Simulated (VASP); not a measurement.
Write the native input for VASP 6.6.1 that does the following.

| Quantity | Value |
| --- | --- |
| Task | single point |
| Functional | PBE |
| Potentials or basis | VASP PAW PBE potentials, release 64 (Eu, O) |
| Cutoff | 600 eV |
| k mesh | 12 × 12 × 12 |
| Occupations | gaussian, width 0.05 eV |
| Spin | collinear spin, ferromagnetic start |
| Starting moments | [7.11, 0.0] μB |
| Dipole correction | no |
| Further INCAR settings | ALGO = Normal; EDIFF = 1e-06; NBANDS = 22 |

The structure of EuO lies in POSCAR:

```
EuO
1.0
    0.0000000000      2.3874322350      2.3874322350
    2.3874322350      0.0000000000      2.3874322350
    2.3874322350      2.3874322350      0.0000000000
Eu O
1 1
Direct
    0.0000000000      0.0000000000      0.0000000000
    0.5000000000      0.5000000000      0.5000000000
```

One way to write it, as run:

INCAR

```
  PREC = Accurate
  ENCUT = 600
  EDIFF = 1E-6
  ISMEAR = 0
  SIGMA = 0.05
  LREAL = False
  LASPH = True
  NELM = 200
  ALGO = Normal
  ISIF = 2
  LWAVE = False
  LCHARG = False
  ISPIN = 2
  MAGMOM = 7.11 0
  LORBIT = 11
  LMAXMIX = 6
  GGA = PE
  NBANDS = 22
  GGA_COMPAT = False
```

KPOINTS

```
Automatic mesh
0
Gamma
  12 12 12
```

Potentials or basis: VASP PAW PBE potentials, release 64 (Eu, O).

Run with:

```bash
$ cat potpaw_PBE.64/Eu/POTCAR potpaw_PBE.64/O/POTCAR > POTCAR
$ mpirun -np 1 vasp_std > vasp.out
```

Results of the run:

| Item | Value |
| --- | --- |
| Pressure | 25.4 GPa |
| Net moment | 6.85 μB per cell |
| Site moments | Eu +6.51; O -0.10 μB |
| Valence electrons inside the program's atomic spheres | Eu 14.98; O 5.04 |

Caveat: the cell stands under pressure; a cell with one magnetic atom can't hold antiferromagnetic order, which such compounds often take.

Run time: 2.8 min on 1 thread of Intel(R) Xeon(R) Platinum 8375C CPU @ 2.90GHz (Ice Lake), on a shared host, peak memory 0.24 GiB.
